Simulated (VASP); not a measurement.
Wanted: the native input for a VASP 6.6.1 run.

| Quantity | Value |
| --- | --- |
| Task | single point |
| Functional | r2SCAN |
| Potentials or basis | VASP PAW PBE potentials, release 64 (Ba_sv, Ti_sv, O) |
| Cutoff | 520 eV |
| k mesh | 7 × 7 × 3 |
| Occupations | gaussian, width 0.05 eV |
| Spin | no spin polarisation |
| Dipole correction | no |
| Further INCAR settings | LREAL = Auto; ALGO = Normal; EDIFF = 1e-06; NBANDS = 73 |

BaTiO3:

```
Ba Ti O
1.0
    -3.99397    0.00000    0.00000
     0.00000   -3.99397    0.00000
    -1.19819    0.00000   11.98231
Ba Ti O
3 3 9
Direct
  0.72501 0.00000 0.91665
  0.92500 0.00000 0.24998
  0.82500 0.00000 0.58332
  0.47501 0.50000 0.08332
  0.37500 0.50000 0.41665
  0.27500 0.50000 0.74998
  0.42501 0.50000 0.24998
  0.32500 0.50000 0.58332
  0.22501 0.50000 0.91665
  0.47501 0.00000 0.08332
  0.37500 0.00000 0.41665
  0.27500 0.00000 0.74998
  0.97501 0.50000 0.08332
  0.87501 0.50000 0.41665
  0.77501 0.50000 0.74998
```

This cell differs from its parent crystal: the part above a cut slid along it.

These files were run (other wordings do the same):

POSCAR

```
BaTiO3
1.0
   -3.9939696152      0.0000000000      0.0000000000
    0.0000000000     -3.9939696152      0.0000000000
   -1.1981908846      0.0000000000     11.9823115418
Ba Ti O
3 3 9
Direct
   -0.2749950000      1.0000000000      0.9166500000
   -0.0749950000      1.0000000000      0.2499833333
   -0.1749950000      1.0000000000      0.5833166667
    0.4750050000      0.5000000000      0.0833166667
    0.3750050000      0.5000000000      0.4166500000
    0.2750050000      0.5000000000      0.7499833333
    0.4250050000      0.5000000000      0.2499833333
    0.3250050000      0.5000000000      0.5833166667
    0.2250050000      0.5000000000      0.9166500000
    0.4750050000      0.0000000000      0.0833166667
    0.3750050000      0.0000000000      0.4166500000
    0.2750050000      0.0000000000      0.7499833333
    0.9750050000      0.5000000000      0.0833166667
    0.8750050000      0.5000000000      0.4166500000
    0.7750050000      0.5000000000      0.7499833333
```

INCAR.step1

```
  PREC = Accurate
  ENCUT = 520
  ISMEAR = 0
  SIGMA = 0.05
  LREAL = Auto
  LASPH = T
  NELM = 60
  NBANDS = 73
  GGA = PE
  ALGO = Normal
  EDIFF = 1E-4
  LWAVE = T
  LCHARG = F
```

INCAR.step2

```
  PREC = Accurate
  ENCUT = 520
  EDIFF = 1E-6
  ISMEAR = 0
  SIGMA = 0.05
  LREAL = Auto
  LASPH = T
  NELM = 60
  ALGO = Normal
  ISIF = 2
  LWAVE = F
  LCHARG = F
  METAGGA = R2SCAN
  LMIXTAU = T
  NBANDS = 73
  ISTART = 1
```

KPOINTS

```
regular mesh
0
Gamma
  7 7 3
```

Potentials or basis: VASP PAW PBE potentials, release 64 (Ba_sv, Ti_sv, O).

Run with:

```bash
$ cat potpaw_PBE.64/Ba_sv/POTCAR potpaw_PBE.64/Ti_sv/POTCAR potpaw_PBE.64/O/POTCAR > POTCAR
$ cp INCAR.step1 INCAR
$ mpirun -np 1 vasp_std > vasp.out
$ cp INCAR.step2 INCAR
$ mpirun -np 1 vasp_std > vasp.out
```

Results of the run:

```
Pressure               : 6.2 GPa
Largest force          : 7.791 eV/Å
Band gap on the k mesh : 0.88 eV
```

Caveat: the cell differs from its parent crystal (the part above a cut slid along it); the stress differs along the axes, from -1 to 15 GPa; the PAW data sets were made with another functional, which shifts forces and pressure a little; spin-orbit coupling is left out, which moves the levels of the heavy elements.

Wall time 32 min on 1 thread of Oxide Virtual Turin-like Processor (shared host), peak memory 0.51 GiB.
